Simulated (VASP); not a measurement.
# Si3As2 (I4/mmm) in VASP: further runs

Si3As2 is run at these levels: PBE; tasks: single point.

Everything below comes from runs of VASP 6.6.1. Logs are shortened: lines on timing, memory, paths and dates and some standing lists are left out, and cuts for length are marked.

### 1 The cell of the first run

It takes space group I4/mmm (No. 139, tetragonal). The conventional cell has a = 4.795 Å, b = 4.795 Å, c = 7.950 Å, α = 90.00°, β = 90.00°, γ = 90.00°. Si (site symmetry mmm) has 2 Si at 2.40 Å and 4 As at 2.73 Å within 3.2 Å. Within 3.2 Å of Si (site symmetry 4/mmm) lie 4 Si at 2.40 Å and 2 As at 2.66 Å. As (site symmetry 4mm) has 5 As at 2.63 to 3.65 Å and 13 Si at 2.66 to 3.64 Å within 3.7 Å.

The cell was generated, and may not be a known phase.

### 2 Single point, PBE

The input, INCAR:

```
ALGO     = Normal         # electronic algorithm
EDIFF    = 1E-6           # SCF threshold, eV
ENCUT    = 500            # plane-wave cutoff, eV
GGA      = PE             # functional
GGA_COMPAT= False        
ISIF     = 2              # what is computed and relaxed
ISMEAR   = 0              # smearing method
LASPH    = True           # aspherical terms in the spheres
LCHARG   = False          # write CHGCAR
LREAL    = False          # projectors in reciprocal space
LWAVE    = False          # write WAVECAR
NBANDS   = 19             # bands
NELM     = 120            # most SCF steps
PREC     = Accurate       # precision mode
SIGMA    = 0.2            # smearing width, eV
```

The input, KPOINTS:

```
k-points
0
Gamma
  5 5 5
```

The input, POSCAR:

```
Si3As2
1.0
   -2.3973654881      2.3973654881      3.9750426802
    2.3973654881     -2.3973654881      3.9750426802
    2.3973654881      2.3973654881     -3.9750426802
Si As
3 2
Direct
    0.5000000000      0.0000000000      0.5000000000
    0.0000000000      0.5000000000      0.5000000000
    0.5000000000      0.5000000000      0.0000000000
    0.8345633257      0.8345633257      0.0000000000
    0.1654366743      0.1654366743      0.0000000000
```

Potentials or basis: VASP PAW PBE potentials, release 64 (Si, As).

On the command line:

```
$ cat potpaw_PBE.64/Si/POTCAR potpaw_PBE.64/As/POTCAR > POTCAR
$ mpirun -np 1 vasp_std > vasp.out
```

OUTCAR:

```text
EDIFF = 1E-6
   ENCUT = 500
   GGA = PE
   ISIF = 2
   ISMEAR = 0
   LASPH = True
   LREAL = False
   NELM = 120
   PREC = Accurate

 ion  position               nearest neighbor table
   1  0.500  0.000  0.500-   3 2.40   3 2.40   4 2.73   5 2.73   5 2.73   4 2.73
   2  0.000  0.500  0.500-   3 2.40   3 2.40   4 2.73   5 2.73   4 2.73   5 2.73
   3  0.500  0.500  0.000-   1 2.40   2 2.40   1 2.40   2 2.40   4 2.66   5 2.66
   4  0.835  0.835  0.000-   5 2.63   3 2.66   1 2.73   2 2.73   1 2.73   2 2.73
   5  0.165  0.165  0.000-   4 2.63   3 2.66   1 2.73   2 2.73   2 2.73   1 2.73

  LATTYP: Found a body centered tetragonal cell.
 ALAT       =     4.7947309762
 C/A-ratio  =     1.6580878885

  Lattice vectors:

 A1 = (  -2.3973654881,   2.3973654881,   3.9750426802)
 A2 = (   2.3973654881,  -2.3973654881,   3.9750426802)
 A3 = (   2.3973654881,   2.3973654881,  -3.9750426802)

Analysis of symmetry for initial positions (statically):
=====================================================================
 Subroutine PRICEL returns:
 Original cell was already a primitive cell.

 Routine SETGRP: Setting up the symmetry group for a
 body centered tetragonal supercell.

 Subroutine GETGRP returns: Found 16 space group operations
 (whereof 16 operations were pure point group operations)
 out of a pool of 16 trial point group operations.

The static configuration has the point symmetry D_4h.

Analysis of symmetry for dynamics (positions and initial velocities):
=====================================================================
 Subroutine PRICEL returns:
 Original cell was already a primitive cell.

 Routine SETGRP: Setting up the symmetry group for a
 body centered tetragonal supercell.

 Subroutine GETGRP returns: Found 16 space group operations
 (whereof 16 operations were pure point group operations)
 out of a pool of 16 trial point group operations.

The dynamic configuration has the point symmetry D_4h.

 Subroutine INISYM returns: Found 16 space group operations
 (whereof 16 operations are pure point group operations),
 and found     1 'primitive' translations

----------------------------------------------------------------------------------------

                                     Primitive cell

  volume of cell :      91.3840

  direct lattice vectors                    reciprocal lattice vectors
    -2.397365488  2.397365488  3.975042680     0.000000000  0.208562275  0.125784813
     2.397365488 -2.397365488  3.975042680     0.208562275  0.000000000  0.125784813
     2.397365488  2.397365488 -3.975042680     0.208562275  0.208562275  0.000000000

  length of vectors
     5.224527431  5.224527431  5.224527431     0.243557060  0.243557060  0.294951598

  position of ions in fractional coordinates (direct lattice)
     0.500000000  0.000000000  0.500000000
     0.000000000  0.500000000  0.500000000
     0.500000000  0.500000000  0.000000000
     0.834563326  0.834563326  0.000000000
     0.165436674  0.165436674  0.000000000

  ion indices of the primitive-cell ions
   primitive index   ion index
                 1           1
                 2           2
                 3           3
                 4           4
                 5           5

----------------------------------------------------------------------------------------

 KPOINTS: k-points

Automatic generation of k-mesh.
 Grid dimensions read from file:
 generate k-points for:    5    5    5

 Generating k-lattice:

  Cartesian coordinates                     Fractional coordinates (reciprocal lattice)
     0.000000000  0.041712455  0.025156963     0.200000000  0.000000000 -0.000000000
     0.041712455  0.000000000  0.025156963     0.000000000  0.200000000 -0.000000000
     0.041712455  0.041712455  0.000000000     0.000000000  0.000000000  0.200000000

  Length of vectors
     0.048711412  0.048711412  0.058990320

  Shift w.r.t. Gamma in fractional coordinates (k-lattice)
     0.000000000  0.000000000  0.000000000

 Subroutine IBZKPT returns following result:
 ===========================================

 Found     18 irreducible k-points:

 Following reciprocal coordinates:
            Coordinates               Weight
  0.000000  0.000000  0.000000      1.000000
  0.200000  0.000000 -0.000000      8.000000
  0.400000  0.000000  0.000000      8.000000
  0.200000  0.200000 -0.000000      8.000000
  0.400000  0.200000 -0.000000     16.000000
 -0.400000  0.200000  0.000000     16.000000
[... 10 lines left out ...]
 -0.400000  0.400000  0.400000      4.000000
 -0.400000 -0.400000  0.400000      2.000000
   k-points           NKPTS =     18   k-points in BZ     NKDIM =     18   number of bands    NBANDS=     19
   number of dos      NEDOS =    301   number of ions     NIONS =      5
   total plane-waves  NPLWV =  64000
   dimension x,y,z NGX =    40 NGY =   40 NGZ =   40
   dimension x,y,z NGXF=    80 NGYF=   80 NGZF=   80
   ions per type =               3   2
   NGX,Y,Z   is equivalent  to a cutoff of  12.73, 12.73, 12.73 a.u.
   NGXF,Y,Z  is equivalent  to a cutoff of  25.46, 25.46, 25.46 a.u.
 SYSTEM =  unknown system
   PREC   = accura    normal or accurate (medium, high low for compatibility)
   ISTART =      0    job   : 0-new  1-cont  2-samecut
   ICHARG =      2    charge: 1-file 2-atom 10-const
   ISPIN  =      1    spin polarized calculation?
   LNONCOLLINEAR =      F non collinear calculations
   LSORBIT =      F    spin-orbit coupling
   LASPH  =      T    aspherical Exc in radial PAW
   ENCUT  =  500.0 eV  36.75 Ry    6.06 a.u.   9.53  9.53  9.53*2*pi/ulx,y,z
   NELM   =    120;   NELMIN=  2; NELMDL= -5     # of ELM steps
   EDIFF  = 0.1E-05   stopping-criterion for ELM
   LREAL  =      F    real-space projection
   EDIFFG = 0.1E-04   stopping-criterion for IOM
   NSW    =      0    number of steps for IOM
   IBRION =     -1    ionic relax: 0-MD 1-quasi-New 2-CG
   NFREE  =      0    steps in history (QN), initial steepest desc. (CG)
   ISIF   =      2    stress and relaxation
   ISYM   =      2    0-nonsym 1-usesym 2-fastsym
   POTIM  = 0.5000    time-step for ionic-motion
   TEBEG  =    0.0;   TEEND  =   0.0 temperature during run
   PSTRESS=    0.0 pullay stress
   NELECT =      22.0000    total number of electrons
   NUPDOWN=      -1.0000    fix difference up-down
   EMIN   =  10.00;   EMAX   =-10.00  energy-range for DOS
   EFERMI =   0.00;   METHOD = LEGACY
   ISMEAR =     0;   SIGMA  =   0.20  broadening in eV -4-tet -1-fermi 0-gaus
   EFERMI_NEDOS =   21; number of points for ismear=-14 and -15
   IALGO  =     38    algorithm
   IMIX   =      4    mixing-type and parameters
     AMIX     =   0.40;   BMIX     =  1.00
     AMIX_MAG =   1.60;   BMIX_MAG =  1.00
  volume/ion in A,a.u.               =      18.28       123.34
  Fermi-wavevector in a.u.,A,eV,Ry     =   1.018417  1.924529 14.111597  1.037173
  Thomas-Fermi vector in A             =   2.151873
   LORBIT       =      0    0 simple, 1 ext, 2 COOP (PROOUT), +10 PAW based schemes
   GGA     = PE    functional components
   LHFCALC =     F    Hartree Fock is set to
   AEXX    =    0.0000 exact exchange contribution
   IVDW    =     0    specifies the selected vdW correction
   LEPSILON=     F    determine dielectric tensor
   LRPA    =     F    only Hartree local field effects (RPA)
 non-spin polarized calculation
 Gauss-broadening in eV      SIGMA  =   0.20
  energy-cutoff  :      500.00
  volume of cell :       91.38
 maximum number of plane-waves:      2367
 NGX is ok and might be reduce to    40
   NGX = 19   NGY = 19   NGZ = 19

 number of electron      21.9999999 magnetization

 Free energy of the ion-electron system (eV)
  ---------------------------------------------------
  ext. energy  EPLUGINS =         0.00000000
  ---------------------------------------------------
  free energy    TOTEN  =       -23.62297574 eV

  energy without entropy =      -23.54194512  energy(sigma->0) =      -23.58246043

 E-fermi :   6.6475     XC(G=0): -10.3621

 val. band max:        6.6145578343   @ k =  -0.4000   0.2000   0.0000
 cond. band min:       6.6716974224   @ k =   0.4000   0.4000   0.0000
 fundamental gap:      0.0571395881
 Fermi energy:         6.6475108173

 k-point     1 :       0.0000    0.0000    0.0000
  band No.  band energies     occupation
      1      -7.2779      2.00000
      2      -2.2713      2.00000
      3      -1.1005      2.00000
      4       1.0420      2.00000
      5       1.6716      2.00000
      6       1.6716      2.00000
[... 11 lines left out ...]
     18      13.5072      0.00000
     19      14.7897      0.00000

 k-point     2 :       0.2000    0.0000   -0.0000
  band No.  band energies     occupation
      1      -6.9900      2.00000
      2      -2.8632      2.00000
      3      -1.5459      2.00000
      4       0.2194      2.00000
      5       1.4940      2.00000
      6       1.7287      2.00000
[... 11 lines left out ...]
     18      12.2536      0.00000
     19      13.5239      0.00000

 k-point     3 :       0.4000    0.0000    0.0000
  band No.  band energies     occupation
      1      -6.2387      2.00000
      2      -4.2317      2.00000
      3      -1.9560      2.00000
      4      -0.0772      2.00000
      5       1.3855      2.00000
      6       2.0059      2.00000
[... 11 lines left out ...]
     18      11.5950      0.00000
     19      13.6102      0.00000

 k-point     4 :       0.2000    0.2000   -0.0000
  band No.  band energies     occupation
      1      -6.5681      2.00000
      2      -3.5214      2.00000
      3      -1.6304      2.00000
      4      -0.9765      2.00000
      5       1.0936      2.00000
      6       1.8710      2.00000
[... 275 lines left out ...]
     18      11.7758      0.00000
     19      12.1477      0.00000

 k-point    17 :      -0.4000    0.4000    0.4000
  band No.  band energies     occupation
      1      -5.8123      2.00000
      2      -4.0979      2.00000
      3      -3.5455      2.00000
      4      -0.5638      2.00000
      5       0.7919      2.00000
      6       2.6786      2.00000
[... 11 lines left out ...]
     18      11.7520      0.00000
     19      12.0410      0.00000

 k-point    18 :      -0.4000   -0.4000    0.4000
  band No.  band energies     occupation
      1      -6.1764      2.00000
      2      -4.0085      2.00000
      3      -2.9490      2.00000
      4       0.4719      2.00000
      5       0.6332      2.00000
      6       0.6332      2.00000
[... 11 lines left out ...]
     18      10.7257      0.00000
     19      12.1610      0.00000

------------------------ aborting loop because EDIFF is reached ----------------------------------------

  FORCE on cell =-STRESS in cart. coord.  units (eV):
  Direction    XX          YY          ZZ          XY          YZ          ZX
  --------------------------------------------------------------------------------------
  -------------------------------------------------------------------------------------
  Total        0.1363576      0.1363576      0.1113722      0.0000000      0.0000000      0.0000000
  in kB        2.3906694      2.3906694      1.9526180      0.0000000      0.0000000      0.0000000
  external PRESSURE =       2.2446523 kB  Pullay stress =       0.0000000 kB

 VOLUME and BASIS-vectors are now :
 -----------------------------------------------------------------------------
  energy-cutoff  :      500.00
  volume of cell :       91.38
      direct lattice vectors                 reciprocal lattice vectors
    -2.397365488  2.397365488  3.975042680     0.000000000  0.208562275  0.125784813
     2.397365488 -2.397365488  3.975042680     0.208562275  0.000000000  0.125784813
     2.397365488  2.397365488 -3.975042680     0.208562275  0.208562275  0.000000000

 POSITION                                       TOTAL-FORCE (eV/Angst)
 -----------------------------------------------------------------------------------
      0.00000      2.39737      0.00000         0.000000      0.000000     -0.000000
      2.39737      0.00000      0.00000         0.000000      0.000000     -0.000000
      0.00000      0.00000      3.97504         0.000000      0.000000     -0.000000
      0.00000      0.00000      6.63485        -0.000000     -0.000000     -0.063276
      0.00000      0.00000      1.31524         0.000000      0.000000      0.063276
 -----------------------------------------------------------------------------------
    total drift:                               -0.000000     -0.000000      0.000000

  FREE ENERGIE OF THE ION-ELECTRON SYSTEM (eV)
  ---------------------------------------------------
  free  energy   TOTEN  =       -23.6229757385 eV

  energy  without entropy=      -23.5419451238  energy(sigma->0) =      -23.58246043
```

It took 46 s on 1 thread of Intel Xeon 8259CL, shared host; peak memory 0.24 GiB.

Results:

- Free energy: -23.6230 eV
- Pressure: 0.2 GPa
- Largest force: 0.063 eV/Å
- Band gap on the k mesh: zero (bands 11 and 12 overlap by 2.67 eV)

Forces on the atoms (eV/Å):
```
Si   0.000  0.000  0.000
Si   0.000  0.000  0.000
Si   0.000  0.000  0.000
As   0.000  0.000 -0.063
As   0.000  0.000  0.063
```

### 3 Single point, PBE

This run uses another cell than the first one, of 18.42 Å³/atom.

The input, INCAR:

```
  ALGO = Normal
  EDIFF = 1E-6
  ENCUT = 500
  GGA = PE
  GGA_COMPAT = F
  ISIF = 2
  ISMEAR = 0
  LASPH = T
  LCHARG = F
  LREAL = F
  LWAVE = F
  NBANDS = 19
  NELM = 120
  PREC = Accurate
  SIGMA = 0.2
```

KPOINTS is that of step 2.

The input, POSCAR:

```
Si3As2
1.0
   -2.4857011268      2.4857011268      3.7275122151
    2.4857011268     -2.4857011268      3.7275122151
    2.4857011268      2.4857011268     -3.7275122151
Si As
3 2
Direct
    0.3391269434      0.3391269434      0.0000000000
    0.6608730566      0.6608730566      0.0000000000
    0.0000000000      0.0000000000      0.0000000000
    0.5000000000      0.0000000000      0.5000000000
    0.0000000000      0.5000000000      0.5000000000
```

Potentials or basis: VASP PAW PBE potentials, release 64 (Si, As).

On the command line:

```
$ cat potpaw_PBE.64/Si/POTCAR potpaw_PBE.64/As/POTCAR > POTCAR
$ mpirun -np 1 vasp_std > vasp.out
```

Wall time 59 s (1 thread of Intel Xeon 8259CL, shared host); peak memory 0.24 GiB.

It converged, with:

| Quantity | Value |
| --- | --- |
| Free energy | -23.5280 eV |
| Pressure | 0.1 GPa |
| Largest force | 0.011 eV/Å |
| Band gap on the k mesh | zero (bands 11 and 12 overlap by 1.71 eV) |

Forces on the atoms (eV/Å):
```
Si   0.000  0.000  0.011
Si   0.000  0.000 -0.011
Si   0.000  0.000  0.000
As   0.000  0.000  0.000
As   0.000  0.000  0.000
```

Stress tensor (GPa, compression positive):
```
 0.21  0.00  0.00
 0.00  0.21  0.00
 0.00  0.00 -0.03
```

Levels at points of the mesh, in eV from the Fermi level:
```tsv
k point	band 7	band 8	band 9	band 10	band 11	band 12	band 13	band 14	band 15	band 16
(0.00, 0.00, 0.00)	-5.00	-2.88	-2.80	-2.80	-2.22	-1.20	-1.20	-0.67	2.54	5.45
```

The gap in the log of VASP goes by the Fermi energy; the results here count the filled bands.